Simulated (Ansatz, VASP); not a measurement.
# Two plane-wave programs on SiB4W

```xyz
6
Lattice="0.0000 3.5962 3.5962 3.5962 0.0000 3.5962 3.5962 3.5962 0.0000" Properties=species:S:1:pos:R:3 pbc="T T T"
Si    5.3943    5.3943    5.3943
B     0.6094    0.6094    0.6094
B     2.9868    2.9868    0.6094
B     2.9868    0.6094    2.9868
B     0.6094    2.9868    2.9868
W     1.7981    1.7981    1.7981
```

Alike in both runs: functional PBE; k mesh 6 × 6 × 6; occupations gaussian, width 0.1 eV; no spin polarisation.

Ansatz relaxed the structure, and its values are those at the end. VASP's run is a single point on that final structure, the one shown.

|  | VASP | Ansatz |
| --- | --- | --- |
| version | VASP 6.6.1 | Ansatz 0.2.0 |
| potentials or method | VASP PAW PBE potentials, release 64 (Si, B, W_sv), cutoff 520 eV | scalar-relativistic, plane waves, PAW |
| valence electrons in the cell | 30 | 30 |

Ansatz gave:

- gap on the k mesh at the Fermi level (eV): none
- pressure (GPa): 0.0

Question: What did VASP give for the same quantities?

Answer: gap on the k mesh at the Fermi level (eV): none; pressure (GPa): 0.1.

A gap of «none» marks a metal or a gap that the smearing closes. With one functional, cell and mesh, what is left measures potentials, basis and numerics.

Spin-orbit coupling is off throughout.
